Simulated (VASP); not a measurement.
# TaN: single point with PBEsol+D3(BJ)

Crystal: TaN.

```
CELL_PARAMETERS angstrom
5.14474 0.00000 0.00000
-2.57237 4.45548 0.00000
0.00000 0.00000 2.87866
ATOMIC_POSITIONS crystal
Ta 0.00000 0.00000 0.00000
Ta 0.66667 0.33333 0.50000
Ta 0.33333 0.66667 0.50000
N 0.00000 0.39416 0.00000
N 0.60584 0.60584 0.00000
N 0.39416 0.00000 0.00000
```

```json
{
  "Program": "VASP 6.6.1",
  "Task": "single point",
  "Functional": "PBEsol",
  "Dispersion": "D3(BJ)",
  "Potentials or basis": "VASP PAW PBE potentials, release 64 (Ta_pv, N)",
  "Cutoff": "520 eV",
  "k mesh": "6 × 6 × 9",
  "Occupations": "fermi-dirac, width 0.05 eV",
  "Spin": "no spin polarisation"
}
```

The pressure is 1.0 GPa and the largest force is 0.010 eV/Å. The band gap on the k mesh is zero (band 24 reaches 10.35 eV, above the bottom of band 25 at 7.14 eV). The dispersion energy per atom is -0.450 eV.

Forces in eV/Å, atoms in the order of the input:
```
Ta   0.000  0.000  0.000
Ta   0.000  0.000  0.000
Ta   0.000  0.000  0.000
N   -0.005  0.009  0.000
N   -0.005 -0.009  0.000
N    0.010  0.000  0.000
```

Stress tensor (GPa, compression positive):
```
1.04 0.00 0.00
0.00 1.04 0.00
0.00 0.00 0.89
```

Levels at points of the mesh, in eV from the Fermi level:
| k point | band 22 | band 23 | band 24 | band 25 | band 26 | band 27 |
| --- | --- | --- | --- | --- | --- | --- |
| (0.00, 0.00, 0.00) | -3.35 | -1.97 | -0.94 | -0.94 | 0.60 | 0.60 |
| (0.50, 0.00, 0.00) | -3.96 | -2.89 | -2.70 | 1.30 | 1.88 | 1.98 |

It used 200 s of CPU time on 1 thread of AMD EPYC 7R13 Processor (Zen 3) (shared host).

Caveat: the PAW data sets were made with another functional, which shifts forces and pressure a little; spin-orbit coupling is left out, which moves the levels of the heavy elements; pairwise dispersion overbinds metals, which lowers pressure and volume.
